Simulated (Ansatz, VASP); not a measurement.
One calculation of TiPbO3, two programs

```
Ti Pb O
1.0
     3.96390    0.00000    0.00000
     0.00000    3.96390    0.00000
     0.00000    0.00000    3.96390
Ti Pb O
1 1 3
Direct
  0.50000 0.50000 0.50000
  0.00000 0.00000 0.00000
  0.00000 0.50000 0.50000
  0.50000 0.00000 0.50000
  0.50000 0.50000 0.00000
```

Alike in both runs: task single point; functional pbe exchange, lda correlation; k mesh 5 × 5 × 5; no spin polarisation.

|  | VASP | Ansatz |
| --- | --- | --- |
| version | VASP 6.6.1 | Ansatz 0.2.0 |
| potentials or method | VASP PAW PBE potentials, release 64 (Ti_sv, Pb_d, O), cutoff 600 eV | plane waves, PAW |
| occupations | gaussian, width 0.01 eV | fixed |
| valence electrons in the cell | 44 | 44 |

|  | VASP | Ansatz | Ansatz less VASP |
| --- | --- | --- | --- |
| pressure (GPa) | 10.3 | 10.1 | -0.21 |

VASP's potentials were made for PBE, not for pbe exchange, lda correlation. Ansatz's warnings: stress scf threshold loose.

Spin-orbit coupling is off throughout.
